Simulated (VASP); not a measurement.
# Sb2P3H (P6/mmm) in VASP: further runs

Runs on Sb2P3H. Level: PBE. Tasks: single point.

Program: VASP 6.6.1. These are calculated values, not measurements. Logs are shortened: lines on timing, memory, paths and dates and some standing lists are left out, and cuts for length are marked.

## 1. The cell of the first run

The structure is hexagonal, space group P6/mmm (No. 191). The conventional cell has a = 5.103 Å, b = 5.103 Å, c = 5.465 Å, α = 90.00°, β = 90.00°, γ = 120.00°. Sb (site symmetry -6m2) has 3 Sb at 2.95 Å and 6 P at 3.10 Å within 3.9 Å. Within 3.4 Å of H (site symmetry 6/mmm) lie 6 P at 2.55 Å. Within 3.4 Å of P (site symmetry mmm) lie 2 H at 2.55 Å and 4 P at 2.55 Å and 4 Sb at 3.10 Å.

## 2. Single point, PBE

File INCAR:

```
PREC = Accurate
ENCUT = 520
EDIFF = 1E-6
ISMEAR = 0
SIGMA = 0.1
LREAL = False
LASPH = True
NELM = 80
ALGO = Normal
ISIF = 2
LWAVE = False
LCHARG = True
GGA = PE
LELF = True
LVHAR = True
NBANDS = 22
```

File KPOINTS:

```
Automatic mesh
0
Gamma
  6 6 4
```

File POSCAR:

```
Sb2P3H
1.0
    5.1031607278      0.0000000000      0.0000000000
   -2.5515803639      4.4194668299      0.0000000000
    0.0000000000      0.0000000000      5.4648082006
Sb H P
2 1 3
Direct
    0.3333333333      0.6666666667      0.0000000000
    0.6666666667      0.3333333333      0.0000000000
    0.0000000000      0.0000000000      0.5000000000
    0.5000000000      0.0000000000      0.5000000000
    0.0000000000      0.5000000000      0.5000000000
    0.5000000000      0.5000000000      0.5000000000
```

Potentials or basis: VASP PAW PBE potentials, release 64 (Sb, H, P).

The run is started by

```bash
$ cat potpaw_PBE.64/Sb/POTCAR potpaw_PBE.64/H/POTCAR potpaw_PBE.64/P/POTCAR > POTCAR
$ mpirun -np 1 vasp_std > vasp.out
```

OUTCAR:

```text
PREC = Accurate
   ENCUT = 520
   EDIFF = 1E-6
   ISMEAR = 0
   LREAL = False
   LASPH = True
   NELM = 80
   ISIF = 2
   GGA = PE

 ion  position               nearest neighbor table
   1  0.333  0.667  0.000-   2 2.95   2 2.95   2 2.95   5 3.10   5 3.10   4 3.10   4 3.10   6 3.10
                             6 3.10
   2  0.667  0.333  0.000-   1 2.95   1 2.95   1 2.95   5 3.10   5 3.10   4 3.10   4 3.10   6 3.10
                             6 3.10
   3  0.000  0.000  0.500-
   4  0.500  0.000  0.500-   5 2.55   6 2.55   6 2.55   5 2.55   1 3.10   2 3.10   1 3.10   2 3.10

   5  0.000  0.500  0.500-   6 2.55   6 2.55   4 2.55   4 2.55   1 3.10   2 3.10   1 3.10   2 3.10

   6  0.500  0.500  0.500-   5 2.55   5 2.55   4 2.55   4 2.55   1 3.10   2 3.10   1 3.10   2 3.10

  LATTYP: Found a hexagonal cell.
 ALAT       =     5.1031607278
 C/A-ratio  =     1.0708673491

  Lattice vectors:

 A1 = (   5.1031607278,   0.0000000000,   0.0000000000)
 A2 = (  -2.5515803639,   4.4194668299,   0.0000000000)
 A3 = (   0.0000000000,   0.0000000000,   5.4648082006)

Analysis of symmetry for initial positions (statically):
=====================================================================
 Subroutine PRICEL returns:
 Original cell was already a primitive cell.

 Routine SETGRP: Setting up the symmetry group for a
 hexagonal supercell.

 Subroutine GETGRP returns: Found 24 space group operations
 (whereof 24 operations were pure point group operations)
 out of a pool of 24 trial point group operations.

The static configuration has the point symmetry D_6h.

Analysis of symmetry for dynamics (positions and initial velocities):
=====================================================================
 Subroutine PRICEL returns:
 Original cell was already a primitive cell.

 Routine SETGRP: Setting up the symmetry group for a
 hexagonal supercell.

 Subroutine GETGRP returns: Found 24 space group operations
 (whereof 24 operations were pure point group operations)
 out of a pool of 24 trial point group operations.

The dynamic configuration has the point symmetry D_6h.

 Subroutine INISYM returns: Found 24 space group operations
 (whereof 24 operations are pure point group operations),
 and found     1 'primitive' translations

----------------------------------------------------------------------------------------

[... 97 lines left out ...]
   LREAL  =      F    real-space projection
   EDIFFG = 0.1E-04   stopping-criterion for IOM
   NSW    =      0    number of steps for IOM
   IBRION =     -1    ionic relax: 0-MD 1-quasi-New 2-CG
   NFREE  =      0    steps in history (QN), initial steepest desc. (CG)
   ISIF   =      2    stress and relaxation
   ISYM   =      2    0-nonsym 1-usesym 2-fastsym
   POTIM  = 0.5000    time-step for ionic-motion
   TEBEG  =    0.0;   TEEND  =   0.0 temperature during run
   PSTRESS=    0.0 pullay stress
   NELECT =      26.0000    total number of electrons
   NUPDOWN=      -1.0000    fix difference up-down
   EMIN   =  10.00;   EMAX   =-10.00  energy-range for DOS
   EFERMI =   0.00;   METHOD = LEGACY
   ISMEAR =     0;   SIGMA  =   0.10  broadening in eV -4-tet -1-fermi 0-gaus
   EFERMI_NEDOS =   21; number of points for ismear=-14 and -15
   IALGO  =     38    algorithm
   IMIX   =      4    mixing-type and parameters
     AMIX     =   0.40;   BMIX     =  1.00
     AMIX_MAG =   1.60;   BMIX_MAG =  1.00
  volume/ion in A,a.u.               =      20.54       138.62
  Fermi-wavevector in a.u.,A,eV,Ry     =   0.974551  1.841634 12.922130  0.949750
  Thomas-Fermi vector in A             =   2.105020
   LORBIT       =      0    0 simple, 1 ext, 2 COOP (PROOUT), +10 PAW based schemes
   GGA     = PE    functional components
   LHFCALC =     F    Hartree Fock is set to
   AEXX    =    0.0000 exact exchange contribution
   IVDW    =     0    specifies the selected vdW correction
   LEPSILON=     F    determine dielectric tensor
   LRPA    =     F    only Hartree local field effects (RPA)
 non-spin polarized calculation
 Gauss-broadening in eV      SIGMA  =   0.10
  energy-cutoff  :      520.00
  volume of cell :      123.25
 maximum number of plane-waves:      3344
 NGX is ok and might be reduce to    40
   NGX = 19   NGY = 19   NGZ = 21

 number of electron      26.0000001 magnetization

 Free energy of the ion-electron system (eV)
  ---------------------------------------------------
  ext. energy  EPLUGINS =         0.00000000
  ---------------------------------------------------
  free energy    TOTEN  =       -23.23174346 eV

  energy without entropy =      -23.21242085  energy(sigma->0) =      -23.22208215

 E-fermi :   6.3556     XC(G=0):  -9.6169

 val. band max:        6.3399905462   @ k =   0.1667   0.1667   0.0000
 cond. band min:       6.3695031506   @ k =   0.1667   0.1667   0.2500
 fundamental gap:      0.0295126044
 Fermi energy:         6.3556080234

 k-point     1 :       0.0000    0.0000    0.0000
  band No.  band energies     occupation
      1      -7.7313      2.00000
      2      -4.0074      2.00000
      3      -1.7055      2.00000
      4      -1.7055      2.00000
      5      -1.6422      2.00000
      6      -0.1083      2.00000
[... 514 lines left out ...]
     21       9.8331      0.00000
     22      11.5189      0.00000

------------------------ aborting loop because EDIFF is reached ----------------------------------------

  FORCE on cell =-STRESS in cart. coord.  units (eV):
  Direction    XX          YY          ZZ          XY          YZ          ZX
  --------------------------------------------------------------------------------------
  -------------------------------------------------------------------------------------
  Total       -0.0507372     -0.0507372     -0.2139666      0.0000000     -0.0000000      0.0000000
  in kB       -0.6595584     -0.6595584     -2.7814584      0.0000000     -0.0000000      0.0000000
  external PRESSURE =      -1.3668584 kB  Pullay stress =       0.0000000 kB

 VOLUME and BASIS-vectors are now :
 -----------------------------------------------------------------------------
  energy-cutoff  :      520.00
  volume of cell :      123.25
      direct lattice vectors                 reciprocal lattice vectors
     5.103160728  0.000000000  0.000000000     0.195956987  0.113135819  0.000000000
    -2.551580364  4.419466830  0.000000000     0.000000000  0.226271638  0.000000000
     0.000000000  0.000000000  5.464808201     0.000000000  0.000000000  0.182989039

 POSITION                                       TOTAL-FORCE (eV/Angst)
 -----------------------------------------------------------------------------------
     -0.00000      2.94631      0.00000         0.000000      0.000000      0.000000
      2.55158      1.47316      0.00000        -0.000000      0.000000     -0.000000
      0.00000      0.00000      2.73240         0.000000      0.000000     -0.000000
      2.55158      0.00000      2.73240         0.000000      0.000000     -0.000000
     -1.27579      2.20973      2.73240         0.000000      0.000000     -0.000000
      1.27579      2.20973      2.73240         0.000000      0.000000     -0.000000
 -----------------------------------------------------------------------------------
    total drift:                               -0.000000      0.000000     -0.000000

  FREE ENERGIE OF THE ION-ELECTRON SYSTEM (eV)
  ---------------------------------------------------
  free  energy   TOTEN  =       -23.2317434555 eV

  energy  without entropy=      -23.2124208489  energy(sigma->0) =      -23.22208215
```

stdout:

```text
POSCAR found type information on POSCAR SbH P
 POSCAR found :  3 types and       6 ions
 scaLAPACK will be used
 LDA part: xc-table for (Slater+PW92), standard interpolation
 POSCAR, INCAR and KPOINTS ok, starting setup
 FFT: planning ... GRIDC
 FFT: planning ... GRID_SOFT
 FFT: planning ... GRID
 WAVECAR not read
 entering main loop
```

Wall time 59 s (1 thread of Oxide Virtual Turin-like, shared host); peak memory 0.22 GiB.

What came out:

| Item | Value |
| --- | --- |
| Free energy | -23.2317 eV |
| Pressure | -0.1 GPa |
| Band gap on the k mesh | zero (band 13 reaches 7.52 eV, above the bottom of band 14 at 5.74 eV) |

Stress tensor (GPa, compression positive):
```
-0.07  0.00  0.00
 0.00 -0.07  0.00
 0.00  0.00 -0.28
```

Levels at points of the mesh, in eV from the Fermi level:
```csv
k point,band 9,band 10,band 11,band 12,band 13,band 14,band 15,band 16,band 17,band 18
"(0.00, 0.00, 0.00)",-3.94,-2.58,-2.58,-2.04,-0.56,-0.54,-0.54,1.38,1.38,4.25
"(0.50, 0.00, 0.00)",-3.29,-1.63,-0.82,-0.75,-0.71,-0.56,-0.08,2.33,2.42,3.55
"(0.00, 0.00, 0.50)",-3.77,-3.77,-2.32,-2.15,-1.33,0.38,0.38,2.01,2.01,2.76
"(0.50, 0.00, 0.50)",-1.42,-1.14,-0.70,-0.37,-0.28,-0.27,-0.03,0.73,1.65,2.35
```

Caveat: spin-orbit coupling is left out, which moves the levels of the heavy elements.

## 3. Single point, PBE

This run uses another cell than the first one, of 24.56 Å³/atom, 1.195 times its volume.

File INCAR:

```
ALGO = Normal ; EDIFF = 1E-7
ENCUT = 520 ; GGA = PE
ISIF = 2 ; ISMEAR = 0
LASPH = True ; LCHARG = False
LREAL = False ; LWAVE = False
NBANDS = 22 ; NELM = 100
PREC = Accurate ; SIGMA = 0.1
```

File KPOINTS:

```
k-points
0
Gamma
  6 6 4
```

File POSCAR:

```
Sb2P3H
1.0
    4.8483502400      0.0000000000      0.0000000000
   -2.4241751200      4.1987944800      0.0000000000
    0.0000000000      0.0000000000      7.2378527000
Sb H P
2 1 3
Direct
    0.3333333300      0.6666666700      0.0000000000
    0.6666666700      0.3333333300      0.0000000000
    0.0000000000      0.0000000000      0.5000000000
    0.5000000000      0.0000000000      0.5000000000
    0.0000000000      0.5000000000      0.5000000000
    0.5000000000      0.5000000000      0.5000000000
```

Potentials or basis: VASP PAW PBE potentials, release 64 (Sb, H, P).

The run is started by

```bash
$ cat potpaw_PBE.64/Sb/POTCAR potpaw_PBE.64/H/POTCAR potpaw_PBE.64/P/POTCAR > POTCAR
$ mpirun -np 1 vasp_std > vasp.out
```

It took 2 min on 1 thread of Oxide Virtual Turin-like, shared host; peak memory 0.24 GiB.

The run converged. Its results:

| Property | Result |
| --- | --- |
| Free energy | -22.3994 eV |
| Pressure | -0.4 GPa |
| Band gap on the k mesh | zero (band 13 reaches 5.22 eV, above the bottom of band 14 at 4.10 eV) |

Stress tensor (GPa, compression positive):
```
-0.25  0.00  0.00
 0.00 -0.25  0.00
 0.00  0.00 -0.73
```

Levels at points of the mesh, in eV from the Fermi level:
```csv
k point,band 11,band 12,band 13,band 14,band 15,band 16
"(0.00, 0.00, 0.00)",-2.65,-2.25,-0.91,0.79,0.79,1.60
"(0.50, 0.00, 0.00)",-0.53,-0.24,-0.09,0.21,0.38,0.55
"(0.00, 0.00, 0.50)",-2.75,-2.70,-2.25,1.09,1.09,1.50
"(0.50, 0.00, 0.50)",-1.13,-0.56,-0.24,-0.06,-0.05,0.55
```

Caveat: spin-orbit coupling is left out, which moves the levels of the heavy elements; this functional lacks dispersion, which binds the layers, so the pressure and a relaxed spacing across them are unreliable.

## 4. Single point, PBE

This run uses another cell than the first one, of 20.37 Å³/atom, 0.992 times its volume.

File INCAR:

```
SYSTEM = Sb2P3H
ALGO = Normal ; EDIFF = 1E-6
ENCUT = 520 ; GGA = PE
ISIF = 2 ; ISMEAR = 0
LASPH = .TRUE. ; LCHARG = .TRUE.
LELF = .TRUE. ; LREAL = .FALSE.
LVHAR = .TRUE. ; LWAVE = .FALSE.
NBANDS = 22 ; NELM = 80
PREC = Accurate ; SIGMA = 0.1
```

File KPOINTS:

```
k-points
0
G
  12 12 8
  0 0 0
```

File POSCAR:

```
Sb2P3H
1.0
    5.1225684459      0.0000000000      0.0000000000
   -2.5612842230      4.4362744068      0.0000000000
    0.0000000000      0.0000000000      5.3783783720
Sb H P
2 1 3
Direct
    0.3333333333      0.6666666667      0.0000000000
    0.6666666667      0.3333333333      0.0000000000
    0.0000000000      0.0000000000      0.5000000000
    0.5000000000      0.0000000000      0.5000000000
    0.0000000000      0.5000000000      0.5000000000
    0.5000000000      0.5000000000      0.5000000000
```

Potentials or basis: VASP PAW PBE potentials, release 64 (Sb, H, P).

The run is started by

```bash
$ cat potpaw_PBE.64/Sb/POTCAR potpaw_PBE.64/H/POTCAR potpaw_PBE.64/P/POTCAR > POTCAR
$ mpirun -np 1 vasp_std > vasp.out
```

OUTCAR:

```text
SYSTEM = Sb2P3H
   EDIFF = 1E-6
   ENCUT = 520
   GGA = PE
   ISIF = 2
   ISMEAR = 0
   LASPH = .TRUE.
   LREAL = .FALSE.
   NELM = 80
   PREC = Accurate

 ion  position               nearest neighbor table
   1  0.333  0.667  0.000-   2 2.96   2 2.96   2 2.96   5 3.07   5 3.07   4 3.07   4 3.07   6 3.07
                             6 3.07
   2  0.667  0.333  0.000-   1 2.96   1 2.96   1 2.96   5 3.07   5 3.07   4 3.07   4 3.07   6 3.07
                             6 3.07
   3  0.000  0.000  0.500-
   4  0.500  0.000  0.500-   5 2.56   5 2.56   6 2.56   6 2.56   1 3.07   2 3.07   1 3.07   2 3.07

[... 812 lines left out ...]
  Total       -0.0527370     -0.0527370     -0.1555047      0.0000000     -0.0000000     -0.0000000
  in kB       -0.6913031     -0.6913031     -2.0384337      0.0000000     -0.0000000     -0.0000000
  external PRESSURE =      -1.1403467 kB  Pullay stress =       0.0000000 kB

 VOLUME and BASIS-vectors are now :
 -----------------------------------------------------------------------------
  energy-cutoff  :      520.00
  volume of cell :      122.22
      direct lattice vectors                 reciprocal lattice vectors
     5.122568446  0.000000000  0.000000000     0.195214571  0.112707185  0.000000000
    -2.561284223  4.436274407  0.000000000     0.000000000  0.225414370  0.000000000
     0.000000000  0.000000000  5.378378372     0.000000000  0.000000000  0.185929648

 POSITION                                       TOTAL-FORCE (eV/Angst)
 -----------------------------------------------------------------------------------
     -0.00000      2.95752      0.00000        -0.000000      0.000000      0.000000
      2.56128      1.47876      0.00000         0.000000     -0.000000      0.000000
      0.00000      0.00000      2.68919         0.000000      0.000000      0.000000
      2.56128      0.00000      2.68919         0.000000      0.000000      0.000000
     -1.28064      2.21814      2.68919         0.000000      0.000000      0.000000
      1.28064      2.21814      2.68919         0.000000      0.000000      0.000000
 -----------------------------------------------------------------------------------
    total drift:                               -0.000000      0.000000     -0.000000

  FREE ENERGIE OF THE ION-ELECTRON SYSTEM (eV)
  ---------------------------------------------------
  free  energy   TOTEN  =       -23.2071404483 eV

  energy  without entropy=      -23.1928796261  energy(sigma->0) =      -23.20001004
```

OSZICAR:

```text
N       E                     dE             d eps       ncg     rms          rms(c)
DAV:   1     0.108639698112E+03    0.10864E+03   -0.98138E+03  4180   0.978E+02
DAV:   2    -0.146475047406E+02   -0.12329E+03   -0.11840E+03  5256   0.163E+02
DAV:   3    -0.236130390714E+02   -0.89655E+01   -0.87333E+01  5262   0.466E+01
DAV:   4    -0.237666164061E+02   -0.15358E+00   -0.15318E+00  5078   0.684E+00
DAV:   5    -0.237694677527E+02   -0.28513E-02   -0.28510E-02  5356   0.974E-01    0.743E+00
DAV:   6    -0.232230602502E+02    0.54641E+00   -0.14050E+00  4644   0.436E+00    0.426E+00
DAV:   7    -0.232121644959E+02    0.10896E-01   -0.16246E-01  4978   0.174E+00    0.204E+00
DAV:   8    -0.232067729467E+02    0.53915E-02   -0.12055E-02  4798   0.548E-01    0.355E-01
DAV:   9    -0.232068103640E+02   -0.37417E-04   -0.11986E-03  5038   0.176E-01    0.872E-02
DAV:  10    -0.232070772455E+02   -0.26688E-03   -0.41583E-04  4482   0.937E-02    0.258E-02
DAV:  11    -0.232071277046E+02   -0.50459E-04   -0.50191E-05  4986   0.315E-02    0.886E-03
DAV:  12    -0.232071396135E+02   -0.11909E-04   -0.20732E-05  4632   0.187E-02    0.364E-03
DAV:  13    -0.232071404483E+02   -0.83477E-06   -0.12407E-06  4482   0.502E-03
   1 F= -.23207140E+02 E0= -.23200010E+02  d E =-.142608E-01
```

stdout:

```text
POSCAR found type information on POSCAR SbH P
 POSCAR found :  3 types and       6 ions
 scaLAPACK will be used
 LDA part: xc-table for (Slater+PW92), standard interpolation
 POSCAR, INCAR and KPOINTS ok, starting setup
 FFT: planning ... GRIDC
 FFT: planning ... GRID_SOFT
 FFT: planning ... GRID
 WAVECAR not read
 entering main loop
```

Run time: 4 min. Hardware: 1 thread of Oxide Virtual Turin-like, shared host; peak memory 0.36 GiB.

What came out:

```
Free energy            : -23.2071 eV
Pressure               : -0.1 GPa
Band gap on the k mesh : zero (band 13 reaches 7.64 eV, above the bottom of band 14 at 5.72 eV)
```

Caveat: spin-orbit coupling is left out, which moves the levels of the heavy elements.

## 5. Summary

```csv
cell,k mesh,gap on the mesh (eV),pressure (GPa)
"a = 5.103, b = 5.103, c = 5.465 Å, angles 90.0, 90.0, 120.0°, 6 atoms",6 × 6 × 4,none,-0.1
"a = 4.848, b = 4.848, c = 7.238 Å, angles 90.0, 90.0, 120.0°, 6 atoms",6 × 6 × 4,none,-0.4
"a = 5.123, b = 5.123, c = 5.378 Å, angles 90.0, 90.0, 120.0°, 6 atoms",12 × 12 × 8,none,-0.1
```

Alike in all rows: task single point; level PBE; potentials or basis VASP PAW PBE potentials, release 64 (Sb, H, P); no spin polarisation; cutoff (eV) 520; smearing gaussian 0.1 eV.

Caveats: spin-orbit coupling is left out, which moves the levels of the heavy elements; this functional lacks dispersion, which binds the layers, so the pressure and a relaxed spacing across them are unreliable (some runs).

Absolute energies hang on the potentials; compare differences alone.
